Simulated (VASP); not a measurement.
Wanted: the native input for a VASP 6.6.1 run.

- Task: single point
- Functional: PBE
- Dispersion: D3(BJ)
- Potentials or basis: VASP PAW PBE potentials, release 64 (S, C)
- Cutoff: 520 eV
- k mesh: 1 × 1 × 1
- Occupations: fermi-dirac, width 0.05 eV
- Spin: no spin polarisation
- Dipole correction: no
- Further INCAR settings: LREAL = Auto; ALGO = Normal; EDIFF = 1e-07; NBANDS = 82

The structure of CS2 lies in POSCAR:

```
CS2
1.0
    9.2831780000      0.0000000000      0.0000000000
    0.0000000000      9.2831780000      0.0000000000
    0.0000000000      0.0000000000      9.2831780000
S C
16 8
Direct
    0.1330471095      0.7211646701      0.0845938751
   -0.1190648289      0.8030978184     -0.1267130718
    0.7561634604      0.6048359732      0.4427686294
    0.5128847039      0.4191775704      0.3052079794
    0.2042188569      0.7573268551      0.4634835183
    0.4886257702      0.7907744525      0.6409873860
    1.2047167468      0.0536131053      0.7845265921
    1.0056577607      0.2422015392      0.9700449566
   -0.1531264401     -0.0715272291      0.2417275636
    0.0922852066      0.1235675972      0.3679451153
    0.5839056409      0.4466466118      0.8908587124
    0.3036783308      0.3984519095      0.7167265348
    0.4278276254      1.0616407442      0.2370955291
    0.5372190429      0.8186420642      0.0290633229
    0.5824944863      0.0860481184      0.8388075721
    0.7792913160      0.2168438438      0.5947747636
    0.0102120201      0.7396928078     -0.0357420702
    0.6332206492      0.5090067216      0.3745700018
    0.3429105851      0.7811441297      0.5601853158
    1.1096307752      0.1503472195      0.8800542228
   -0.0405249151      0.0193037341      0.3308888400
    0.4386105706      0.4397201045      0.8080314737
    0.4739432983      0.9377284374      0.1336180347
    0.6808875150      0.1304402436      0.7042846749
```

These files were run (other wordings do the same):

INCAR

```
ALGO = Normal
EDIFF = 1E-7
ENCUT = 520
GGA = PE
ISIF = 2
ISMEAR = -1
IVDW = 12
LASPH = T
LCHARG = T
LELF = T
LREAL = Auto
LVHAR = T
LWAVE = F
NBANDS = 82
NELM = 100
PREC = Accurate
SIGMA = 0.05
```

KPOINTS

```
k-points
0
Gamma
  1 1 1
```

Potentials or basis: VASP PAW PBE potentials, release 64 (S, C).

Launch:

```sh
$ cat potpaw_PBE.64/S/POTCAR potpaw_PBE.64/C/POTCAR > POTCAR
$ mpirun -np 1 vasp_gam > vasp.out
```

It gave:

| Item | Value |
| --- | --- |
| Pressure | -1.1 GPa |
| Largest force | 2.170 eV/Å |
| Dispersion energy per atom | -0.122 eV |

Caveat: the k points lie up to 0.68 Å⁻¹ apart.

It took 2.1 min on 1 thread of Intel(R) Xeon(R) Platinum 8259CL CPU @ 2.50GHz (Skylake/Cascade Lake), on a shared host, peak memory 0.65 GiB.
